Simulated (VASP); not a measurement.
A run of VASP 6.6.1 is set up as follows.

INCAR

```
PREC = Accurate
ENCUT = 520
EDIFF = 1E-7
ISMEAR = -5
SIGMA = 0.1
LREAL = F
LASPH = T
NELM = 60
ALGO = Normal
ISIF = 2
LWAVE = F
LCHARG = F
NBANDS = 15
```

The input KPOINTS:

```
regular mesh
0
Gamma
  12 12 12
```

File POSCAR:

```
BaS
1.0
    0.0000000000      3.2142043034      3.2142043034
    3.2142043034      0.0000000000      3.2142043034
    3.2142043034      3.2142043034      0.0000000000
Ba S
1 1
Direct
    0.5000000000      0.5000000000      0.5000000000
    0.0000000000      0.0000000000      0.0000000000
```

Potentials or basis: VASP PAW LDA potentials, release 64 (Ba_sv, S).

Command:

```console
$ cat potpaw_LDA.64/Ba_sv/POTCAR potpaw_LDA.64/S/POTCAR > POTCAR
$ mpirun -np 1 vasp_std > vasp.out
```

**Question.** Estimate the band gap on the k mesh.

**Answer.** 1.94 eV, indirect (least direct gap 2.09 eV).

**Question.** Predict the pressure.

**Answer.** -2.6 GPa.

Caveat: spin-orbit coupling is left out, which moves the levels of the heavy elements. A k mesh can miss the band edges.
